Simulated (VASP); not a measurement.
# NaCl (F-43m) in VASP: further runs, part 2 of 2

VASP 6.6.1. Earlier steps stand in the parts before.

## (3) Single point, r2SCAN (strain -0.8%)

File POSCAR:

```
NaCl
1.0
    0.0000000000      3.0635007771      3.0635007771
    3.0635007771      0.0000000000      3.0635007771
    3.0635007771      3.0635007771      0.0000000000
Na Cl
1 1
Direct
    0.0000000000      0.0000000000      0.0000000000
    0.2500000000      0.2500000000      0.2500000000
```

File INCAR.step1:

```
SYSTEM = NaCl
PREC = Accurate
ENCUT = 520
ISMEAR = 0
SIGMA = 0.01
LREAL = .FALSE.
LASPH = .TRUE.
NELM = 60
NBANDS = 14
GGA = PE
ALGO = Normal
EDIFF = 1E-4
LWAVE = .TRUE.
LCHARG = .FALSE.
```

File INCAR.step2:

```
SYSTEM = NaCl
PREC = Accurate
ENCUT = 520
EDIFF = 1E-6
ISMEAR = 0
SIGMA = 0.01
LREAL = .FALSE.
LASPH = .TRUE.
NELM = 60
ALGO = Normal
ISIF = 2
LWAVE = .FALSE.
LCHARG = .FALSE.
METAGGA = R2SCAN
LMIXTAU = .TRUE.
NBANDS = 14
ISTART = 1
```

File KPOINTS:

```
regular mesh
0
G
  8 8 8
  0 0 0
```

Potentials or basis: VASP PAW PBE potentials, release 64 (Na_pv, Cl).

Launch:

```bash
$ cat potpaw_PBE.64/Na_pv/POTCAR potpaw_PBE.64/Cl/POTCAR > POTCAR
$ cp INCAR.step1 INCAR
$ mpirun -np 1 vasp_std > vasp.out
$ cp INCAR.step2 INCAR
$ mpirun -np 1 vasp_std > vasp.out
```

OUTCAR:

```text
SYSTEM = NaCl
   PREC = Accurate
   ENCUT = 520
   EDIFF = 1E-6
   ISMEAR = 0
   LREAL = .FALSE.
   LASPH = .TRUE.
   NELM = 60
   ISIF = 2
   METAGGA = R2SCAN
   ISTART = 1

 ion  position               nearest neighbor table
   1  0.000  0.000  0.000-   2 2.65   2 2.65   2 2.65   2 2.65
   2  0.250  0.250  0.250-   1 2.65   1 2.65   1 2.65   1 2.65

  LATTYP: Found a face centered cubic cell.
 ALAT       =     6.1270015542

  Lattice vectors:

 A1 = (   0.0000000000,   3.0635007771,   3.0635007771)
 A2 = (   3.0635007771,   0.0000000000,   3.0635007771)
 A3 = (   3.0635007771,   3.0635007771,   0.0000000000)

Analysis of symmetry for initial positions (statically):
=====================================================================
 Subroutine PRICEL returns:
 Original cell was already a primitive cell.

 Routine SETGRP: Setting up the symmetry group for a
 face centered cubic supercell.

 Subroutine GETGRP returns: Found 24 space group operations
 (whereof 24 operations were pure point group operations)
 out of a pool of 48 trial point group operations.

The static configuration has the point symmetry T_d .

Analysis of symmetry for dynamics (positions and initial velocities):
=====================================================================
 Subroutine PRICEL returns:
 Original cell was already a primitive cell.

 Routine SETGRP: Setting up the symmetry group for a
 face centered cubic supercell.

 Subroutine GETGRP returns: Found 24 space group operations
 (whereof 24 operations were pure point group operations)
 out of a pool of 48 trial point group operations.

The dynamic configuration has the point symmetry T_d .

 Subroutine INISYM returns: Found 24 space group operations
[... 121 lines left out ...]
   LORBIT       =      0    0 simple, 1 ext, 2 COOP (PROOUT), +10 PAW based schemes
   METAGGA = R2SCAN    functional components
   LHFCALC =     F    Hartree Fock is set to
   AEXX    =    0.0000 exact exchange contribution
   IVDW    =     0    specifies the selected vdW correction
   LEPSILON=     F    determine dielectric tensor
   LRPA    =     F    only Hartree local field effects (RPA)
 non-spin polarized calculation
 Gauss-broadening in eV      SIGMA  =   0.01
  energy-cutoff  :      520.00
  volume of cell :       57.50
 maximum number of plane-waves:      1572
   NGX = 17   NGY = 17   NGZ = 17

 number of electron      13.9999996 magnetization

 Free energy of the ion-electron system (eV)
  ---------------------------------------------------
  ext. energy  EPLUGINS =         0.00000000
  ---------------------------------------------------
  free energy    TOTEN  =       -13.56102574 eV

  energy without entropy =      -13.56102574  energy(sigma->0) =      -13.56102574

 E-fermi :  -2.5874     XC(G=0):  -7.3586

 val. band max:       -2.7506156685   @ k =   0.0000   0.0000   0.0000
 cond. band min:       2.8714690403   @ k =   0.0000   0.0000   0.0000
 fundamental gap:      5.6220847088
 Fermi energy:        -2.5874106770

 k-point     1 :       0.0000    0.0000    0.0000
  band No.  band energies     occupation
      1     -23.9858      2.00000
      2     -23.9854      2.00000
      3     -23.9854      2.00000
      4     -15.4421      2.00000
      5      -2.7506      2.00000
      6      -2.7506      2.00000
      7      -2.7506      2.00000
      8       2.8715      0.00000
      9       9.3942      0.00000
     10       9.3942      0.00000
     11       9.3945      0.00000
     12      11.0431      0.00000
     13      11.0431      0.00000
     14      13.6157      0.00000
[... 377 lines left out ...]
      1     -24.0011      2.00000
      2     -23.9904      2.00000
      3     -23.9882      2.00000
      4     -15.2597      2.00000
      5      -3.6694      2.00000
      6      -3.1423      2.00000
      7      -2.9273      2.00000
      8       6.0865      0.00000
      9       6.5469      0.00000
     10       8.3631      0.00000
     11       9.2620      0.00000
     12      11.7331      0.00000
     13      12.5753      0.00000
     14      13.5608      0.00000

 [... further k-points ...]

------------------------ aborting loop because EDIFF is reached ----------------------------------------

  FORCE on cell =-STRESS in cart. coord.  units (eV):
  Direction    XX          YY          ZZ          XY          YZ          ZX
  --------------------------------------------------------------------------------------
  -------------------------------------------------------------------------------------
  Total        0.1290929      0.1290929      0.1290929      0.0000000      0.0000000      0.0000000
  in kB        3.5969045      3.5969045      3.5969045      0.0000000      0.0000000      0.0000000
  external PRESSURE =       3.5969045 kB  Pullay stress =       0.0000000 kB

 VOLUME and BASIS-vectors are now :
 -----------------------------------------------------------------------------
  energy-cutoff  :      520.00
  volume of cell :       57.50
      direct lattice vectors                 reciprocal lattice vectors
     0.000000000  3.063500777  3.063500777    -0.163211971  0.163211971  0.163211971
     3.063500777  0.000000000  3.063500777     0.163211971 -0.163211971  0.163211971
     3.063500777  3.063500777  0.000000000     0.163211971  0.163211971 -0.163211971

 POSITION                                       TOTAL-FORCE (eV/Angst)
 -----------------------------------------------------------------------------------
      0.00000      0.00000      0.00000        -0.000000     -0.000000     -0.000000
      1.53175      1.53175      1.53175         0.000000      0.000000      0.000000
 -----------------------------------------------------------------------------------
    total drift:                               -0.000010     -0.000010     -0.000009

  FREE ENERGIE OF THE ION-ELECTRON SYSTEM (eV)
  ---------------------------------------------------
  free  energy   TOTEN  =       -13.5610257417 eV

  energy  without entropy=      -13.5610257417  energy(sigma->0) =      -13.56102574
```

OSZICAR.step1:

```text
N       E                     dE             d eps       ncg     rms          rms(c)
DAV:   1     0.949185085277E+02    0.94919E+02   -0.69492E+03   812   0.933E+02
DAV:   2     0.198465147954E+01   -0.92934E+02   -0.85693E+02   884   0.235E+02
DAV:   3    -0.677343104322E+01   -0.87581E+01   -0.87167E+01  1070   0.705E+01
DAV:   4    -0.692524884358E+01   -0.15182E+00   -0.15176E+00   974   0.108E+01
DAV:   5    -0.692890002489E+01   -0.36512E-02   -0.36508E-02  1094   0.162E+00    0.236E+00
DAV:   6    -0.662892213153E+01    0.29998E+00   -0.55014E-01   988   0.371E+00    0.173E+00
DAV:   7    -0.661282274030E+01    0.16099E-01   -0.12489E-01  1040   0.178E+00    0.118E+00
DAV:   8    -0.662836706219E+01   -0.15544E-01   -0.13492E-02   896   0.863E-01    0.263E-01
DAV:   9    -0.662857766246E+01   -0.21060E-03   -0.27831E-04  1088   0.133E-01    0.163E-01
DAV:  10    -0.662960960948E+01   -0.10319E-02   -0.13268E-03   902   0.220E-01    0.668E-02
DAV:  11    -0.662960288173E+01    0.67278E-05   -0.19809E-05  1094   0.468E-02
   1 F= -.66296029E+01 E0= -.66296029E+01  d E =-.180815E-84
```

Run time: 80 s. Hardware: 1 thread of Intel Xeon 8259CL, shared host; peak memory 0.18 GiB.

Results:

| Property | Result |
| --- | --- |
| Free energy | -13.5610 eV |
| Pressure | 0.4 GPa |
| Band gap on the k mesh | 5.62 eV |

Levels at points of the mesh, in eV from the valence-band top:
```tsv
k point	band 5	band 6	band 7	band 8	band 9	band 10
(0.00, 0.00, 0.00)	0.00	0.00	0.00	5.62	12.14	12.14
(0.50, 0.00, 0.00)	-1.08	-0.09	-0.09	8.41	9.58	11.42
(0.50, 0.50, 0.00)	-0.98	-0.31	-0.31	7.50	9.84	11.78
```

Caveat: the cell differs from its parent crystal (strain -0.8%); the PAW data sets were made with another functional, which shifts forces and pressure a little. A k mesh can miss the band edges.
